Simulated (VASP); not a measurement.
# InSe in VASP: a series of runs

InSe is run at these levels: PBE+D3(BJ); tasks: single point.

Program: VASP 6.6.1. These are calculated values, not measurements. Logs are shortened: lines on timing, memory, paths and dates and some standing lists are left out, and cuts for length are marked.

### 1 The cell of the first run

The cell holds a slab with vacuum, 8 atoms: a = 4.027 Å, b = 4.027 Å, c = 28.271 Å, α = 90.00°, β = 90.00°, γ = 120.00°.

### 2 Single point, PBE+D3(BJ) (layers slid over each other)

File INCAR:

```
  ALGO = Normal
  DIPOL = 0.5 0.5 0.405
  EDIFF = 1E-6
  ENCUT = 520
  GGA = PE
  IDIPOL = 3
  ISIF = 2
  ISMEAR = 0
  IVDW = 12
  LASPH = T
  LCHARG = F
  LDIPOL = T
  LREAL = F
  LWAVE = F
  NBANDS = 48
  NELM = 80
  PREC = Accurate
  SIGMA = 0.05
```

File KPOINTS:

```
k-points
0
Gamma
  9 9 1
```

File POSCAR:

```
InSe
1.0
    4.0266104195      0.0000000000      0.0000000000
   -2.0133052098      3.4871469144      0.0000000000
    0.0000000000      0.0000000000     28.2707101099
Se In
4 4
Direct
    0.0000000000      0.0000000000      0.1591753438
    0.0000000000      0.0000000000      0.3496677309
    0.2222222222      0.4444444444      0.4596755796
    0.2222222222      0.4444444444      0.6501679667
    0.6666666667      0.3333333333      0.2049979929
    0.6666666667      0.3333333333      0.3038451626
   -0.4444444444      0.1111111111      0.5054982288
   -0.4444444444      0.1111111111      0.6043453984
```

Potentials or basis: VASP PAW PBE potentials, release 64 (Se, In_d).

On the command line:

```
cat potpaw_PBE.64/Se/POTCAR potpaw_PBE.64/In_d/POTCAR > POTCAR
mpirun -np 1 vasp_std > vasp.out
```

OUTCAR:

```text
EDIFF = 1E-6
   ENCUT = 520
   GGA = PE
   ISIF = 2
   ISMEAR = 0
   IVDW = 12
   LASPH = T
   LREAL = F
   NELM = 80
   PREC = Accurate
 IVDW          = 12

 ion  position               nearest neighbor table
   1  0.000  0.000  0.159-   5 2.66   5 2.66   5 2.66
   2  0.000  0.000  0.350-   6 2.66   6 2.66   6 2.66
   3  0.222  0.444  0.460-   7 2.66   7 2.66   7 2.66
   4  0.222  0.444  0.650-   8 2.66   8 2.66   8 2.66
   5  0.667  0.333  0.205-   1 2.66   1 2.66   1 2.66   6 2.79
   6  0.667  0.333  0.304-   2 2.66   2 2.66   2 2.66   5 2.79
   7  0.556  0.111  0.505-   3 2.66   3 2.66   3 2.66   8 2.79
   8  0.556  0.111  0.604-   4 2.66   4 2.66   4 2.66   7 2.79

  LATTYP: Found a hexagonal cell.
 ALAT       =     4.0266104195
 C/A-ratio  =     7.0209697896

  Lattice vectors:

 A1 = (   4.0266104195,   0.0000000000,   0.0000000000)
 A2 = (  -2.0133052098,   3.4871469144,   0.0000000000)
 A3 = (   0.0000000000,   0.0000000000,  28.2707101099)

Analysis of symmetry for initial positions (statically):
=====================================================================
 Subroutine PRICEL returns:
 Original cell was already a primitive cell.

 Routine SETGRP: Setting up the symmetry group for a
 hexagonal supercell.

 Subroutine GETGRP returns: Found  4 space group operations
 (whereof  2 operations were pure point group operations)
 out of a pool of 24 trial point group operations.

The static configuration has the point symmetry C_1h.
 The point group associated with its full space group is C_2h.

Analysis of symmetry for dynamics (positions and initial velocities):
=====================================================================
 Subroutine PRICEL returns:
 Original cell was already a primitive cell.

 Routine SETGRP: Setting up the symmetry group for a
 hexagonal supercell.

 Subroutine GETGRP returns: Found  4 space group operations
 (whereof  2 operations were pure point group operations)
 out of a pool of 24 trial point group operations.

The dynamic configuration has the point symmetry C_1h.
 The point group associated with its full space group is C_2h.

 Subroutine INISYM returns: Found  4 space group operations
 (whereof  2 operations are pure point group operations),
 and found     1 'primitive' translations

----------------------------------------------------------------------------------------

                                     Primitive cell

  volume of cell :     396.9598

  direct lattice vectors                    reciprocal lattice vectors
     4.026610419  0.000000000  0.000000000     0.248347840  0.143383692  0.000000000
    -2.013305210  3.487146914  0.000000000     0.000000000  0.286767384  0.000000000
     0.000000000  0.000000000 28.270710110     0.000000000  0.000000000  0.035372299

  length of vectors
     4.026610419  4.026610419 28.270710110     0.286767384  0.286767384  0.035372299

  position of ions in fractional coordinates (direct lattice)
     0.000000000  0.000000000  0.159175344
     0.000000000  0.000000000  0.349667731
     0.222222222  0.444444444  0.459675580
     0.222222222  0.444444444  0.650167967
     0.666666667  0.333333333  0.204997993
     0.666666667  0.333333333  0.303845163
     0.555555556  0.111111111  0.505498229
     0.555555556  0.111111111  0.604345398

  ion indices of the primitive-cell ions
   primitive index   ion index
                 1           1
                 2           2
                 3           3
                 4           4
                 5           5
                 6           6
                 7           7
                 8           8

----------------------------------------------------------------------------------------

 KPOINTS: k-points

Automatic generation of k-mesh.
 Grid dimensions read from file:
 generate k-points for:    9    9    1

 Generating k-lattice:

  Cartesian coordinates                     Fractional coordinates (reciprocal lattice)
     0.027594204  0.015931521  0.000000000     0.111111111  0.000000000  0.000000000
     0.000000000  0.031863043  0.000000000     0.000000000  0.111111111  0.000000000
     0.000000000  0.000000000  0.035372299     0.000000000  0.000000000  1.000000000

  Length of vectors
     0.031863043  0.031863043  0.035372299

  Shift w.r.t. Gamma in fractional coordinates (k-lattice)
     0.000000000  0.000000000  0.000000000

 Subroutine IBZKPT returns following result:
 ===========================================

 Found     25 irreducible k-points:

 Following reciprocal coordinates:
            Coordinates               Weight
  0.000000  0.000000  0.000000      1.000000
  0.111111  0.000000  0.000000      4.000000
  0.000000  0.111111  0.000000      2.000000
  0.222222 -0.000000  0.000000      4.000000
  0.000000  0.222222  0.000000      2.000000
  0.333333 -0.000000  0.000000      4.000000
[... 16 lines left out ...]
 -0.222222 -0.444444  0.000000      4.000000
  0.444444  0.333333  0.000000      4.000000
   k-points           NKPTS =     25   k-points in BZ     NKDIM =     25   number of bands    NBANDS=     48
   number of dos      NEDOS =    301   number of ions     NIONS =      8
   total plane-waves  NPLWV = 189000
   dimension x,y,z NGX =    30 NGY =   30 NGZ =  210
   dimension x,y,z NGXF=    60 NGYF=   60 NGZF=  420
   ions per type =               4   4
   NGX,Y,Z   is equivalent  to a cutoff of  12.39, 12.39, 12.35 a.u.
   NGXF,Y,Z  is equivalent  to a cutoff of  24.77, 24.77, 24.70 a.u.
 SYSTEM =  unknown system
   PREC   = accura    normal or accurate (medium, high low for compatibility)
   ISTART =      0    job   : 0-new  1-cont  2-samecut
   ICHARG =      2    charge: 1-file 2-atom 10-const
   ISPIN  =      1    spin polarized calculation?
   LNONCOLLINEAR =      F non collinear calculations
   LSORBIT =      F    spin-orbit coupling
   LASPH  =      T    aspherical Exc in radial PAW
   ENCUT  =  520.0 eV  38.22 Ry    6.18 a.u.   7.49  7.49 52.56*2*pi/ulx,y,z
   NELM   =     80;   NELMIN=  2; NELMDL= -5     # of ELM steps
   EDIFF  = 0.1E-05   stopping-criterion for ELM
   LREAL  =      F    real-space projection
   EDIFFG = 0.1E-04   stopping-criterion for IOM
   NSW    =      0    number of steps for IOM
   IBRION =     -1    ionic relax: 0-MD 1-quasi-New 2-CG
   NFREE  =      0    steps in history (QN), initial steepest desc. (CG)
   ISIF   =      2    stress and relaxation
   ISYM   =      2    0-nonsym 1-usesym 2-fastsym
   POTIM  = 0.5000    time-step for ionic-motion
   TEBEG  =    0.0;   TEEND  =   0.0 temperature during run
   PSTRESS=    0.0 pullay stress
   NELECT =      76.0000    total number of electrons
   NUPDOWN=      -1.0000    fix difference up-down
   EMIN   =  10.00;   EMAX   =-10.00  energy-range for DOS
   EFERMI =   0.00;   METHOD = LEGACY
   ISMEAR =     0;   SIGMA  =   0.05  broadening in eV -4-tet -1-fermi 0-gaus
   EFERMI_NEDOS =   21; number of points for ismear=-14 and -15
   IALGO  =     38    algorithm
   IMIX   =      4    mixing-type and parameters
     AMIX     =   0.40;   BMIX     =  1.00
     AMIX_MAG =   1.60;   BMIX_MAG =  1.00
  volume/ion in A,a.u.               =      49.62       334.85
  Fermi-wavevector in a.u.,A,eV,Ry     =   0.943548  1.783047 12.113024  0.890282
  Thomas-Fermi vector in A             =   2.071266
   LORBIT       =      0    0 simple, 1 ext, 2 COOP (PROOUT), +10 PAW based schemes
   GGA     = PE    functional components
   LHFCALC =     F    Hartree Fock is set to
   AEXX    =    0.0000 exact exchange contribution
   IVDW    =    12    specifies the selected vdW correction
   LEPSILON=     F    determine dielectric tensor
   LRPA    =     F    only Hartree local field effects (RPA)
 non-spin polarized calculation
 Gauss-broadening in eV      SIGMA  =   0.05
  energy-cutoff  :      520.00
  volume of cell :      396.96
 maximum number of plane-waves:     10749
 NGX is ok and might be reduce to    30
   NGX = 15   NGY = 15   NGZ =105

 dipolmoment           0.000000      0.000000      0.000007 electrons x Angstroem

 number of electron      76.0000000 magnetization

 dipolmoment           0.000000      0.000000     -0.000026 electrons x Angstroem

 Free energy of the ion-electron system (eV)
  ---------------------------------------------------
  ext. energy  EPLUGINS =         0.00000000
  ---------------------------------------------------
  free energy    TOTEN  =       -28.34573401 eV

  energy without entropy =      -28.34573401  energy(sigma->0) =      -28.34573401

 E-fermi :   0.1108     XC(G=0):  -5.6398

 val. band max:       -0.1207532978   @ k =   0.1111   0.0000   0.0000
 cond. band min:       0.9168946466   @ k =   0.0000   0.0000   0.0000
 fundamental gap:      1.0376479445
 Fermi energy:         0.1108195807

 k-point     1 :       0.0000    0.0000    0.0000
  band No.  band energies     occupation
      1     -14.5180      2.00000
      2     -14.5176      2.00000
      3     -14.3354      2.00000
      4     -14.3352      2.00000
      5     -14.3335      2.00000
      6     -14.3333      2.00000
[... 40 lines left out ...]
     47       5.0441      0.00000
     48       5.1964      0.00000

 k-point     2 :       0.1111    0.0000    0.0000
  band No.  band energies     occupation
      1     -14.5176      2.00000
      2     -14.5169      2.00000
      3     -14.3771      2.00000
      4     -14.3734      2.00000
      5     -14.3321      2.00000
      6     -14.3320      2.00000
[... 40 lines left out ...]
     47       5.0947      0.00000
     48       5.1997      0.00000

 k-point     3 :       0.0000    0.1111    0.0000
  band No.  band energies     occupation
      1     -14.5175      2.00000
      2     -14.5169      2.00000
      3     -14.3754      2.00000
      4     -14.3723      2.00000
      5     -14.3336      2.00000
      6     -14.3334      2.00000
[... 1060 lines left out ...]
     47       5.2689      0.00000
     48       5.3552      0.00000

 k-point    24 :       0.4444    0.3333    0.0000
  band No.  band energies     occupation
      1     -14.6304      2.00000
      2     -14.6204      2.00000
      3     -14.5275      2.00000
      4     -14.5210      2.00000
      5     -14.4608      2.00000
      6     -14.4605      2.00000
[... 40 lines left out ...]
     47       5.2664      0.00000
     48       5.3377      0.00000

 [... further k-points ...]

------------------------ aborting loop because EDIFF is reached ----------------------------------------

 vacuum level on the upper side and lower side of the slab       (xc-potential included)        -0.121        -0.120

 Edisp (eV)   -2.05540

 E8    (eV) :    -0.9641

  FORCE on cell =-STRESS in cart. coord.  units (eV):
  Direction    XX          YY          ZZ          XY          YZ          ZX
  --------------------------------------------------------------------------------------
  -------------------------------------------------------------------------------------
  Total      -0.02574     0.15459     0.09881    -0.00000     0.36475    -0.00000
  in kB      -0.10390     0.62394     0.39881    -0.00000     1.47216    -0.00000
  external pressure =        0.31 kB  Pullay stress =        0.00 kB

 VOLUME and BASIS-vectors are now :
 -----------------------------------------------------------------------------
  energy-cutoff  :      520.00
  volume of cell :      396.96
      direct lattice vectors                 reciprocal lattice vectors
     4.026610419  0.000000000  0.000000000     0.248347840  0.143383692  0.000000000
    -2.013305210  3.487146914  0.000000000     0.000000000  0.286767384  0.000000000
     0.000000000  0.000000000 28.270710110     0.000000000  0.000000000  0.035372299

 POSITION                                       TOTAL-FORCE (eV/Angst)
 -----------------------------------------------------------------------------------
      0.00000      0.00000      4.50000         0.000000     -0.003116     -0.010562
      0.00000      0.00000      9.88536         0.000000     -0.108316     -0.034518
     -0.00000      1.54984     12.99536        -0.000000      0.108316      0.034518
     -0.00000      1.54984     18.38071        -0.000000      0.003116      0.010562
      2.01331      1.16238      5.79544         0.000000     -0.007892      0.009285
      2.01331      1.16238      8.58992        -0.000000      0.017893     -0.002502
      2.01331      0.38746     14.29079         0.000000     -0.017893      0.002502
      2.01331      0.38746     17.08527        -0.000000      0.007892     -0.009285
 -----------------------------------------------------------------------------------
    total drift:                               -0.000001      0.000000     -0.003329

  FREE ENERGIE OF THE ION-ELECTRON SYSTEM (eV)
  ---------------------------------------------------
  free  energy   TOTEN  =       -30.4011348041 eV

  energy  without entropy=      -30.4011348041  energy(sigma->0) =      -30.40113480

 vacuum level on the upper side and lower side of the slab         5.406         5.406
```

It took 16 min on 1 thread of Intel Xeon Platinum 8259CL at 2.50GHz (Skylake/Cascade Lake), shared host; peak memory 0.66 GiB.

What came out:

```
Free energy                : -30.4011 eV
Largest force              : 0.114 eV/Å
Band gap on the k mesh     : 1.04 eV (least direct gap 1.10 eV)
Dispersion energy per atom : -0.257 eV
```

Forces in eV/Å, atoms in the order of the input:
```
Se   0.000 -0.003 -0.011
Se   0.000 -0.108 -0.035
Se   0.000  0.108  0.035
Se   0.000  0.003  0.011
In   0.000 -0.008  0.009
In   0.000  0.018 -0.003
In   0.000 -0.018  0.003
In   0.000  0.008 -0.009
```

Caveat: the cell differs from its parent crystal (layers slid over each other); spin-orbit coupling is left out, which moves the levels of the heavy elements.

### 3 Single point, PBE+D3(BJ) (layers slid over each other)

File INCAR:

```
PREC = Accurate ; ENCUT = 520
EDIFF = 1E-7 ; ISMEAR = 0
SIGMA = 0.05 ; LREAL = F
LASPH = T ; NELM = 80
ALGO = Normal ; ISIF = 2
LWAVE = F ; LCHARG = F
LDIPOL = T ; IDIPOL = 3
DIPOL = 0.5 0.5 0.405 ; GGA = PE
IVDW = 12 ; NBANDS = 48
```

File KPOINTS:

```
regular mesh
0
Gamma
  9 9 1
```

File POSCAR:

```
InSe
1.0
    4.0266104195      0.0000000000      0.0000000000
   -2.0133052098      3.4871469144      0.0000000000
    0.0000000000      0.0000000000     28.2707101099
Se In
4 4
Direct
    0.0000000000      0.0000000000      0.1591753438
    0.0000000000      0.0000000000      0.3496677309
    0.1111111111      0.2222222222      0.4596755796
    0.1111111111      0.2222222222      0.6501679667
    0.6666666667      0.3333333333      0.2049979929
    0.6666666667      0.3333333333      0.3038451626
   -0.5555555556     -0.1111111111      0.5054982288
   -0.5555555556     -0.1111111111      0.6043453984
```

Potentials or basis: VASP PAW PBE potentials, release 64 (Se, In_d).

On the command line:

```
cat potpaw_PBE.64/Se/POTCAR potpaw_PBE.64/In_d/POTCAR > POTCAR
mpirun -np 1 vasp_std > vasp.out
```

Run time: 24 min. Hardware: 1 thread of AMD EPYC 7R43 (Zen 3), shared host; peak memory 0.6 GiB.

It converged, with:

| Quantity | Value |
| --- | --- |
| Free energy | -30.2901 eV |
| Largest force | 0.311 eV/Å |
| Band gap on the k mesh | 0.91 eV (least direct gap 0.99 eV) |
| Dispersion energy per atom | -0.256 eV |

Forces on the atoms (eV/Å):
```
Se   0.000 -0.004 -0.009
Se   0.000 -0.162 -0.266
Se   0.000  0.162  0.266
Se   0.000  0.004  0.009
In   0.000 -0.011  0.000
In   0.000  0.018 -0.088
In   0.000 -0.018  0.088
In   0.000  0.011  0.000
```

Levels at points of the mesh, in eV from the valence-band top:
| k point | band 36 | band 37 | band 38 | band 39 | band 40 | band 41 |
| --- | --- | --- | --- | --- | --- | --- |
| (0.00, 0.00, 0.00) | -0.87 | -0.85 | -0.08 | 0.91 | 1.61 | 2.23 |

Caveat: the cell differs from its parent crystal (layers slid over each other); spin-orbit coupling is left out, which moves the levels of the heavy elements.
